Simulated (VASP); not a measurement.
# ZrC (P-6m2) in VASP: notebook, part 2 of 2

VASP 6.6.1. Earlier steps stand in the parts before.

## (3) Single point, PBE (13.06 Å³/atom)

This run uses another cell than the first one, of 13.06 Å³/atom.

INCAR

```
SYSTEM = ZrC
  ALGO = Normal
  EDIFF = 1E-7
  ENCUT = 520
  GGA = PE
  ISIF = 2
  ISMEAR = 0
  LASPH = .True.
  LCHARG = .False.
  LREAL = .False.
  LWAVE = .False.
  NBANDS = 15
  NELM = 80
  PREC = Accurate
  SIGMA = 0.05
```

KPOINTS

```
k-points
0
Gamma
  12 12 12
  0 0 0
```

POSCAR

```
ZrC
1.0
    3.2191824442      0.0000000000      0.0000000000
   -1.6095912221      2.7878937761      0.0000000000
    0.0000000000      0.0000000000      2.9111160947
Zr C
1 1
Direct
    0.0000000000      0.0000000000      0.0000000000
    0.6666666667      0.3333333333      0.5000000000
```

Potentials or basis: VASP PAW PBE potentials, release 64 (Zr_sv, C).

Launch:

```
cat potpaw_PBE.64/Zr_sv/POTCAR potpaw_PBE.64/C/POTCAR > POTCAR
mpirun -np 1 vasp_std > vasp.out
```

OUTCAR:

```text
SYSTEM = ZrC
   EDIFF = 1E-7
   ENCUT = 520
   GGA = PE
   ISIF = 2
   ISMEAR = 0
   LASPH = .True.
   LREAL = .False.
   NELM = 80
   PREC = Accurate

 ion  position               nearest neighbor table
   1  0.000  0.000  0.000-   2 2.36   2 2.36   2 2.36   2 2.36   2 2.36   2 2.36
   2  0.667  0.333  0.500-   1 2.36   1 2.36   1 2.36   1 2.36   1 2.36   1 2.36

  LATTYP: Found a hexagonal cell.
 ALAT       =     3.2191824442
 C/A-ratio  =     0.9043029232

  Lattice vectors:

 A1 = (   3.2191824442,   0.0000000000,   0.0000000000)
 A2 = (  -1.6095912221,   2.7878937761,   0.0000000000)
 A3 = (   0.0000000000,   0.0000000000,   2.9111160947)

Analysis of symmetry for initial positions (statically):
=====================================================================
 Subroutine PRICEL returns:
 Original cell was already a primitive cell.

 Routine SETGRP: Setting up the symmetry group for a
 hexagonal supercell.

 Subroutine GETGRP returns: Found 12 space group operations
 (whereof 12 operations were pure point group operations)
 out of a pool of 24 trial point group operations.

The static configuration has the point symmetry D_3h.

Analysis of symmetry for dynamics (positions and initial velocities):
=====================================================================
 Subroutine PRICEL returns:
 Original cell was already a primitive cell.

 Routine SETGRP: Setting up the symmetry group for a
 hexagonal supercell.

 Subroutine GETGRP returns: Found 12 space group operations
 (whereof 12 operations were pure point group operations)
 out of a pool of 24 trial point group operations.

The dynamic configuration has the point symmetry D_3h.

 Subroutine INISYM returns: Found 12 space group operations
 (whereof 12 operations are pure point group operations),
 and found     1 'primitive' translations

----------------------------------------------------------------------------------------

                                     Primitive cell

  volume of cell :      26.1265

  direct lattice vectors                    reciprocal lattice vectors
     3.219182444  0.000000000  0.000000000     0.310637877  0.179346862  0.000000000
    -1.609591222  2.787893776  0.000000000     0.000000000  0.358693724  0.000000000
     0.000000000  0.000000000  2.911116095     0.000000000  0.000000000  0.343510862

  length of vectors
     3.219182444  3.219182444  2.911116095     0.358693724  0.358693724  0.343510862

  position of ions in fractional coordinates (direct lattice)
     0.000000000  0.000000000  0.000000000
     0.666666667  0.333333333  0.500000000

  ion indices of the primitive-cell ions
   primitive index   ion index
                 1           1
                 2           2

----------------------------------------------------------------------------------------

 KPOINTS: k-points

Automatic generation of k-mesh.
 Grid dimensions read from file:
 generate k-points for:   12   12   12

 Generating k-lattice:

  Cartesian coordinates                     Fractional coordinates (reciprocal lattice)
     0.025886490  0.014945572  0.000000000     0.083333333  0.000000000  0.000000000
     0.000000000  0.029891144  0.000000000     0.000000000  0.083333333  0.000000000
     0.000000000  0.000000000  0.028625905     0.000000000  0.000000000  0.083333333
[... 41 lines left out ...]
   total plane-waves  NPLWV =  13824
   dimension x,y,z NGX =    24 NGY =   24 NGZ =   24
   dimension x,y,z NGXF=    48 NGYF=   48 NGZF=   48
   ions per type =               1   1
   NGX,Y,Z   is equivalent  to a cutoff of  12.39, 12.39, 13.71 a.u.
   NGXF,Y,Z  is equivalent  to a cutoff of  24.79, 24.79, 27.41 a.u.
 SYSTEM =  ZrC
   PREC   = accura    normal or accurate (medium, high low for compatibility)
   ISTART =      0    job   : 0-new  1-cont  2-samecut
   ICHARG =      2    charge: 1-file 2-atom 10-const
   ISPIN  =      1    spin polarized calculation?
   LNONCOLLINEAR =      F non collinear calculations
   LSORBIT =      F    spin-orbit coupling
   LASPH  =      T    aspherical Exc in radial PAW
   ENCUT  =  520.0 eV  38.22 Ry    6.18 a.u.   5.99  5.99  5.41*2*pi/ulx,y,z
   NELM   =     80;   NELMIN=  2; NELMDL= -5     # of ELM steps
   EDIFF  = 0.1E-06   stopping-criterion for ELM
   LREAL  =      F    real-space projection
   EDIFFG = 0.1E-05   stopping-criterion for IOM
   NSW    =      0    number of steps for IOM
   IBRION =     -1    ionic relax: 0-MD 1-quasi-New 2-CG
   NFREE  =      0    steps in history (QN), initial steepest desc. (CG)
   ISIF   =      2    stress and relaxation
   ISYM   =      2    0-nonsym 1-usesym 2-fastsym
   POTIM  = 0.5000    time-step for ionic-motion
   TEBEG  =    0.0;   TEEND  =   0.0 temperature during run
   PSTRESS=    0.0 pullay stress
   NELECT =      16.0000    total number of electrons
   NUPDOWN=      -1.0000    fix difference up-down
   EMIN   =  10.00;   EMAX   =-10.00  energy-range for DOS
   EFERMI =   0.00;   METHOD = LEGACY
   ISMEAR =     0;   SIGMA  =   0.05  broadening in eV -4-tet -1-fermi 0-gaus
   EFERMI_NEDOS =   21; number of points for ismear=-14 and -15
   IALGO  =     38    algorithm
   IMIX   =      4    mixing-type and parameters
     AMIX     =   0.40;   BMIX     =  1.00
     AMIX_MAG =   1.60;   BMIX_MAG =  1.00
  volume/ion in A,a.u.               =      13.06        88.16
  Fermi-wavevector in a.u.,A,eV,Ry     =   1.390233  2.627160 26.296645  1.932749
  Thomas-Fermi vector in A             =   2.514188
   LORBIT       =      0    0 simple, 1 ext, 2 COOP (PROOUT), +10 PAW based schemes
   GGA     = PE    functional components
   LHFCALC =     F    Hartree Fock is set to
   AEXX    =    0.0000 exact exchange contribution
   IVDW    =     0    specifies the selected vdW correction
   LEPSILON=     F    determine dielectric tensor
   LRPA    =     F    only Hartree local field effects (RPA)
 non-spin polarized calculation
 Gauss-broadening in eV      SIGMA  =   0.05
  energy-cutoff  :      520.00
  volume of cell :       26.13
 maximum number of plane-waves:       723
 NGX is ok and might be reduce to    24
   NGX = 11   NGY = 11   NGZ = 11

 number of electron      16.0000000 magnetization

 Free energy of the ion-electron system (eV)
  ---------------------------------------------------
  ext. energy  EPLUGINS =         0.00000000
  ---------------------------------------------------
  free energy    TOTEN  =       -17.98631662 eV

  energy without entropy =      -17.98572002  energy(sigma->0) =      -17.98601832

 E-fermi :   9.4113     XC(G=0): -12.0359

 val. band max:        9.4038071929   @ k =   0.2500   0.0833   0.0000
 cond. band min:       9.4885145342   @ k =   0.1667   0.1667   0.0000
 fundamental gap:      0.0847073414
 Fermi energy:         9.4112582302

 k-point     1 :       0.0000    0.0000    0.0000
  band No.  band energies     occupation
      1     -38.6441      2.00000
      2     -16.4124      2.00000
      3     -16.4124      2.00000
      4     -16.0123      2.00000
      5      -1.6730      2.00000
      6       7.8119      2.00000
      7       7.8119      2.00000
      8       8.1206      2.00000
      9      11.1714      0.00000
     10      14.9243      0.00000
     11      14.9279      0.00000
     12      14.9279      0.00000
     13      15.8991      0.00000
     14      15.8991      0.00000
[... 401 lines left out ...]
      2     -17.0611      2.00000
      3     -16.5486      2.00000
      4     -16.0201      2.00000
      5      -0.0603      2.00000
      6       5.7231      2.00000
      7       8.5896      2.00000
      8       9.1929      2.00000
      9       9.3994      1.26326
     10      13.9252      0.00000
     11      14.3981      0.00000
     12      15.8413      0.00000
     13      16.5997      0.00000
     14      19.3507      0.00000
     15      23.2818      0.00000

 [... further k-points ...]

------------------------ aborting loop because EDIFF is reached ----------------------------------------

  FORCE on cell =-STRESS in cart. coord.  units (eV):
  Direction    XX          YY          ZZ          XY          YZ          ZX
  --------------------------------------------------------------------------------------
  -------------------------------------------------------------------------------------
  Total        1.3610796      1.3610796      1.3719239      0.0000000      0.0000000      0.0000000
  in kB       83.4666062     83.4666062     84.1316221      0.0000000      0.0000000      0.0000000
  external PRESSURE =      83.6882781 kB  Pullay stress =       0.0000000 kB

 VOLUME and BASIS-vectors are now :
 -----------------------------------------------------------------------------
  energy-cutoff  :      520.00
  volume of cell :       26.13
      direct lattice vectors                 reciprocal lattice vectors
     3.219182444  0.000000000  0.000000000     0.310637877  0.179346862  0.000000000
    -1.609591222  2.787893776  0.000000000     0.000000000  0.358693724  0.000000000
     0.000000000  0.000000000  2.911116095     0.000000000  0.000000000  0.343510862

 POSITION                                       TOTAL-FORCE (eV/Angst)
 -----------------------------------------------------------------------------------
      0.00000      0.00000      0.00000        -0.000000      0.000000      0.000000
      1.60959      0.92930      1.45556         0.000000     -0.000000      0.000000
 -----------------------------------------------------------------------------------
    total drift:                                0.000000     -0.000000      0.000000

  FREE ENERGIE OF THE ION-ELECTRON SYSTEM (eV)
  ---------------------------------------------------
  free  energy   TOTEN  =       -17.9863166204 eV

  energy  without entropy=      -17.9857200245  energy(sigma->0) =      -17.98601832
```

Wall time 39 s (1 thread of Intel Xeon 8259CL, shared host); peak memory 0.18 GiB.

What came out:

| Item | Value |
| --- | --- |
| Free energy | -17.9863 eV |
| Pressure | 8.4 GPa |
| Band gap on the k mesh | zero (bands 8 and 9 overlap by 0.46 eV) |

Caveat: the cell stands under pressure.
